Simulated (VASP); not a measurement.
# Mg (P6_3/mmc) in VASP: a series of runs

Runs on Mg. Level: PBE. Tasks: single point.

Everything below comes from runs of VASP 6.6.1. Logs are shortened: lines on timing, memory, paths and dates and some standing lists are left out, and cuts for length are marked.

### 1 The cell of the first run

The structure is hexagonal, space group P6_3/mmc (No. 194). The conventional cell has a = 3.195 Å, b = 3.195 Å, c = 5.188 Å, α = 90.00°, β = 90.00°, γ = 120.00°. Within 4.2 Å of Mg (site symmetry -6m2) lie 12 Mg at 3.18 to 3.20 Å.

### 2 Single point, PBE

The input, INCAR:

```
SYSTEM = Mg
PREC = Accurate ; ENCUT = 520
EDIFF = 1E-6 ; ISMEAR = -1
SIGMA = 0.1 ; LREAL = .FALSE.
LASPH = .TRUE. ; NELM = 80
ALGO = Normal ; ISIF = 2
LWAVE = .FALSE. ; LCHARG = .FALSE.
GGA = PE ; NBANDS = 9
```

The input, KPOINTS:

```
Automatic mesh
0
G
  19 19 10
  0 0 0
```

The input, POSCAR:

```
Mg
1.0
    3.1953117277      0.0000000000      0.0000000000
   -1.5976558638      2.7672211292      0.0000000000
    0.0000000000      0.0000000000      5.1879445283
Mg
2
Direct
    0.3333333333      0.6666666667      0.2500000000
    0.6666666667      0.3333333333      0.7500000000
```

Potentials or basis: VASP PAW PBE potentials, release 64 (Mg).

Run with:

```
$ cat potpaw_PBE.64/Mg/POTCAR > POTCAR
$ mpirun -np 1 vasp_std > vasp.out
```

OUTCAR:

```text
SYSTEM = Mg
   PREC = Accurate
   ENCUT = 520
   EDIFF = 1E-6
   ISMEAR = -1
   LREAL = .FALSE.
   LASPH = .TRUE.
   NELM = 80
   ISIF = 2
   GGA = PE

 ion  position               nearest neighbor table
   1  0.333  0.667  0.250-   2 3.18   2 3.18   2 3.18   2 3.18   2 3.18   2 3.18
   2  0.667  0.333  0.750-   1 3.18   1 3.18   1 3.18   1 3.18   1 3.18   1 3.18

  LATTYP: Found a hexagonal cell.
 ALAT       =     3.1953117277
 C/A-ratio  =     1.6236113939

  Lattice vectors:

 A1 = (   3.1953117277,   0.0000000000,   0.0000000000)
 A2 = (  -1.5976558638,   2.7672211292,   0.0000000000)
 A3 = (   0.0000000000,   0.0000000000,   5.1879445283)

Analysis of symmetry for initial positions (statically):
=====================================================================
 Subroutine PRICEL returns:
 Original cell was already a primitive cell.

 Routine SETGRP: Setting up the symmetry group for a
 hexagonal supercell.

 Subroutine GETGRP returns: Found 24 space group operations
 (whereof 12 operations were pure point group operations)
 out of a pool of 24 trial point group operations.

The static configuration has the point symmetry D_3d.
 The point group associated with its full space group is D_6h.

Analysis of symmetry for dynamics (positions and initial velocities):
=====================================================================
 Subroutine PRICEL returns:
 Original cell was already a primitive cell.

 Routine SETGRP: Setting up the symmetry group for a
 hexagonal supercell.

 Subroutine GETGRP returns: Found 24 space group operations
 (whereof 12 operations were pure point group operations)
 out of a pool of 24 trial point group operations.

The dynamic configuration has the point symmetry D_3d.
 The point group associated with its full space group is D_6h.

 Subroutine INISYM returns: Found 24 space group operations
 (whereof 12 operations are pure point group operations),
 and found     1 'primitive' translations

----------------------------------------------------------------------------------------

                                     Primitive cell

  volume of cell :      45.8725

  direct lattice vectors                    reciprocal lattice vectors
     3.195311728  0.000000000  0.000000000     0.312958511  0.180686680  0.000000000
    -1.597655864  2.767221129  0.000000000     0.000000000  0.361373361  0.000000000
     0.000000000  0.000000000  5.187944528     0.000000000  0.000000000  0.192754567

  length of vectors
     3.195311728  3.195311728  5.187944528     0.361373361  0.361373361  0.192754567

  position of ions in fractional coordinates (direct lattice)
     0.333333333  0.666666667  0.250000000
     0.666666667  0.333333333  0.750000000

  ion indices of the primitive-cell ions
   primitive index   ion index
                 1           1
                 2           2

----------------------------------------------------------------------------------------

 KPOINTS: Automatic mesh

Automatic generation of k-mesh.
 Grid dimensions read from file:
 generate k-points for:   19   19   10

 Generating k-lattice:

  Cartesian coordinates                     Fractional coordinates (reciprocal lattice)
     0.016471501  0.009509825  0.000000000     0.052631579  0.000000000  0.000000000
     0.000000000  0.019019651  0.000000000     0.000000000  0.052631579  0.000000000
     0.000000000  0.000000000  0.019275457     0.000000000  0.000000000  0.100000000

  Length of vectors
     0.019019651  0.019019651  0.019275457

  Shift w.r.t. Gamma in fractional coordinates (k-lattice)
     0.000000000  0.000000000  0.000000000

 Subroutine IBZKPT returns following result:
 ===========================================

 Found    240 irreducible k-points:

 Following reciprocal coordinates:
            Coordinates               Weight
  0.000000  0.000000  0.000000      1.000000
  0.052632 -0.000000  0.000000      6.000000
  0.105263 -0.000000  0.000000      6.000000
  0.157895  0.000000  0.000000      6.000000
  0.210526 -0.000000  0.000000      6.000000
  0.263158  0.000000  0.000000      6.000000
[... 16 lines left out ...]
  0.263158  0.105263  0.000000     12.000000
  0.315789  0.105263  0.000000     12.000000
 [... further k-points ...]
   k-points           NKPTS =    240   k-points in BZ     NKDIM =    240   number of bands    NBANDS=      9
   number of dos      NEDOS =    301   number of ions     NIONS =      2
   total plane-waves  NPLWV =  23040
   dimension x,y,z NGX =    24 NGY =   24 NGZ =   40
   dimension x,y,z NGXF=    48 NGYF=   48 NGZF=   80
   ions per type =               2
   NGX,Y,Z   is equivalent  to a cutoff of  12.49, 12.49, 12.82 a.u.
   NGXF,Y,Z  is equivalent  to a cutoff of  24.97, 24.97, 25.64 a.u.
 SYSTEM =  Mg
   PREC   = accura    normal or accurate (medium, high low for compatibility)
   ISTART =      0    job   : 0-new  1-cont  2-samecut
   ICHARG =      2    charge: 1-file 2-atom 10-const
   ISPIN  =      1    spin polarized calculation?
   LNONCOLLINEAR =      F non collinear calculations
   LSORBIT =      F    spin-orbit coupling
   LASPH  =      T    aspherical Exc in radial PAW
   ENCUT  =  520.0 eV  38.22 Ry    6.18 a.u.   5.94  5.94  9.65*2*pi/ulx,y,z
   NELM   =     80;   NELMIN=  2; NELMDL= -5     # of ELM steps
   EDIFF  = 0.1E-05   stopping-criterion for ELM
   LREAL  =      F    real-space projection
   EDIFFG = 0.1E-04   stopping-criterion for IOM
   NSW    =      0    number of steps for IOM
   IBRION =     -1    ionic relax: 0-MD 1-quasi-New 2-CG
   NFREE  =      0    steps in history (QN), initial steepest desc. (CG)
   ISIF   =      2    stress and relaxation
   ISYM   =      2    0-nonsym 1-usesym 2-fastsym
   POTIM  = 0.5000    time-step for ionic-motion
   TEBEG  =    0.0;   TEEND  =   0.0 temperature during run
   PSTRESS=    0.0 pullay stress
   NELECT =       4.0000    total number of electrons
   NUPDOWN=      -1.0000    fix difference up-down
   EMIN   =  10.00;   EMAX   =-10.00  energy-range for DOS
   EFERMI =   0.00;   METHOD = LEGACY
   ISMEAR =    -1;   SIGMA  =   0.10  broadening in eV -4-tet -1-fermi 0-gaus
   EFERMI_NEDOS =   21; number of points for ismear=-14 and -15
   IALGO  =     38    algorithm
   IMIX   =      4    mixing-type and parameters
     AMIX     =   0.40;   BMIX     =  1.00
     AMIX_MAG =   1.60;   BMIX_MAG =  1.00
  volume/ion in A,a.u.               =      22.94       154.78
  Fermi-wavevector in a.u.,A,eV,Ry     =   0.725957  1.371859  7.170448  0.527013
  Thomas-Fermi vector in A             =   1.816809
   LORBIT       =      0    0 simple, 1 ext, 2 COOP (PROOUT), +10 PAW based schemes
   GGA     = PE    functional components
   LHFCALC =     F    Hartree Fock is set to
   AEXX    =    0.0000 exact exchange contribution
   IVDW    =     0    specifies the selected vdW correction
   LEPSILON=     F    determine dielectric tensor
   LRPA    =     F    only Hartree local field effects (RPA)
 non-spin polarized calculation
  energy-cutoff  :      520.00
  volume of cell :       45.87
 maximum number of plane-waves:      1260
 NGX is ok and might be reduce to    24
   NGX = 11   NGY = 11   NGZ = 19

 number of electron       4.0000000 magnetization

 Free energy of the ion-electron system (eV)
  ---------------------------------------------------
  ext. energy  EPLUGINS =         0.00000000
  ---------------------------------------------------
  free energy    TOTEN  =        -3.02474100 eV

  energy without entropy =       -2.99559204  energy(sigma->0) =       -3.01016652

 E-fermi :   2.6411     XC(G=0):  -8.4938

 val. band max:        2.6243388523   @ k =   0.3158   0.2632   0.2000
 cond. band min:       2.6470071030   @ k =   0.3158   0.2105   0.0000
 fundamental gap:      0.0226682507
 Fermi energy:         2.6410811772

 k-point     1 :       0.0000    0.0000    0.0000
  band No.  band energies     occupation
      1      -4.2973      2.00000
      2       0.9529      2.00000
      3       1.3961      1.99999
      4      13.5830      0.00000
      5      13.5830      0.00000
      6      13.6988      0.00000
      7      13.6988      0.00000
      8      14.4738      0.00000
      9      16.0706      0.00000

 k-point     2 :       0.0526   -0.0000    0.0000
  band No.  band energies     occupation
      1      -4.2427      2.00000
      2       1.0028      2.00000
      3       1.4492      1.99999
      4      12.2484      0.00000
      5      12.8190      0.00000
      6      13.5780      0.00000
      7      14.5407      0.00000
      8      15.0955      0.00000
      9      16.6913      0.00000

 k-point     3 :       0.1053   -0.0000    0.0000
  band No.  band energies     occupation
      1      -4.0792      2.00000
      2       1.1523      2.00000
      3       1.6079      1.99993
      4      10.6310      0.00000
      5      12.0882      0.00000
      6      12.8786      0.00000
      7      15.3350      0.00000
      8      15.3389      0.00000
      9      15.4645      0.00000

 k-point     4 :       0.1579    0.0000    0.0000
  band No.  band energies     occupation
      1      -3.8072      2.00000
      2       1.4018      1.99999
      3       1.8695      1.99911
      4       9.0399      0.00000
      5      11.4479      0.00000
      6      12.1000      0.00000
      7      13.7672      0.00000
      8      14.5853      0.00000
      9      16.0351      0.00000
[... 205 lines left out ...]
 k-point    22 :       0.2105    0.1053    0.0000
  band No.  band energies     occupation
      1      -2.7806      2.00000
      2       2.3507      1.89608
      3       2.8169      0.29408
      4       6.2347      0.00000
      5       8.0899      0.00000
      6      10.9240      0.00000
      7      11.6210      0.00000
      8      12.9394      0.00000
      9      13.6335      0.00000

 k-point    23 :       0.2632    0.1053    0.0000
  band No.  band energies     occupation
      1      -2.1914      2.00000
      2       2.9006      0.13888
      3       3.2660      0.00386
      4       4.9894      0.00000
      5       7.6512      0.00000
      6       9.5875      0.00000
      7      10.4783      0.00000
      8      12.5121      0.00000
      9      13.3040      0.00000

 k-point    24 :       0.3158    0.1053    0.0000
  band No.  band energies     occupation
      1      -1.4999      2.00000
      2       3.1666      0.01038
      3       3.5506      0.00022
      4       4.4641      0.00000
      5       7.2730      0.00000
      6       8.3386      0.00000
      7       9.4333      0.00000
      8      12.1969      0.00000
      9      13.0478      0.00000

 [... further k-points ...]
[... 5 lines left out ...]
  --------------------------------------------------------------------------------------
  -------------------------------------------------------------------------------------
  Total       -0.0175250     -0.0175250     -0.0151249     -0.0000000     -0.0000000      0.0000000
  in kB       -0.6120911     -0.6120911     -0.5282634     -0.0000000     -0.0000000      0.0000000
  external PRESSURE =      -0.5841485 kB  Pullay stress =       0.0000000 kB

 VOLUME and BASIS-vectors are now :
 -----------------------------------------------------------------------------
  energy-cutoff  :      520.00
  volume of cell :       45.87
      direct lattice vectors                 reciprocal lattice vectors
     3.195311728  0.000000000  0.000000000     0.312958511  0.180686680  0.000000000
    -1.597655864  2.767221129  0.000000000     0.000000000  0.361373361  0.000000000
     0.000000000  0.000000000  5.187944528     0.000000000  0.000000000  0.192754567

 POSITION                                       TOTAL-FORCE (eV/Angst)
 -----------------------------------------------------------------------------------
     -0.00000      1.84481      1.29699         0.000000      0.000000      0.000000
      1.59766      0.92241      3.89096        -0.000000      0.000000      0.000000
 -----------------------------------------------------------------------------------
    total drift:                                0.000000     -0.000000      0.000000

  FREE ENERGIE OF THE ION-ELECTRON SYSTEM (eV)
  ---------------------------------------------------
  free  energy   TOTEN  =        -3.0247410018 eV

  energy  without entropy=       -2.9955920430  energy(sigma->0) =       -3.01016652
```

It took 1.8 min on 1 thread of AMD EPYC 7R13, shared host; peak memory 0.2 GiB.

What came out:

```
Free energy            : -3.0247 eV
Pressure               : -0.1 GPa
Band gap on the k mesh : zero (bands 2 and 3 overlap by 2.19 eV)
```

### 3 Single point, PBE (20.18 Å³/atom)

This run uses another cell than the first one, of 20.18 Å³/atom.

The input, INCAR:

```
SYSTEM = Mg
  PREC = Accurate
  ENCUT = 520
  EDIFF = 1E-6
  ISMEAR = -1
  SIGMA = 0.1
  LREAL = .FALSE.
  LASPH = .TRUE.
  NELM = 80
  ALGO = Normal
  ISIF = 2
  LWAVE = .FALSE.
  LCHARG = .FALSE.
  GGA = PE
  NBANDS = 9
```

The input, KPOINTS:

```
regular mesh
0
G
  19 19 10
  0 0 0
```

The input, POSCAR:

```
Mg
1.0
    3.0620160405      0.0000000000      0.0000000000
   -1.5310080202      2.6517836779      0.0000000000
    0.0000000000      0.0000000000      4.9715241224
Mg
2
Direct
    0.3333333333      0.6666666667      0.2500000000
    0.6666666667      0.3333333333      0.7500000000
```

Potentials or basis: VASP PAW PBE potentials, release 64 (Mg).

Run with:

```
$ cat potpaw_PBE.64/Mg/POTCAR > POTCAR
$ mpirun -np 1 vasp_std > vasp.out
```

It took 60 s on 1 thread of Intel Xeon 8259CL, shared host; peak memory 0.22 GiB.

It converged, with:

- Free energy: -2.9344 eV
- Pressure: 5.9 GPa
- Band gap on the k mesh: zero (bands 2 and 3 overlap by 2.20 eV)

Stress tensor (GPa, compression positive):
```
5.97 0.00 0.00
0.00 5.97 0.00
0.00 0.00 5.82
```

Levels at points of the mesh, in eV from the Fermi level:
```
           k point  band 1  band 2  band 3  band 4  band 5  band 6
(0.00, 0.00, 0.00)   -7.50   -1.90   -1.23   11.71   11.71   12.09
(0.00, 0.00, 0.50)   -5.99   -5.99    5.43    5.43   12.47   12.47
```

Caveat: the cell stands under pressure.
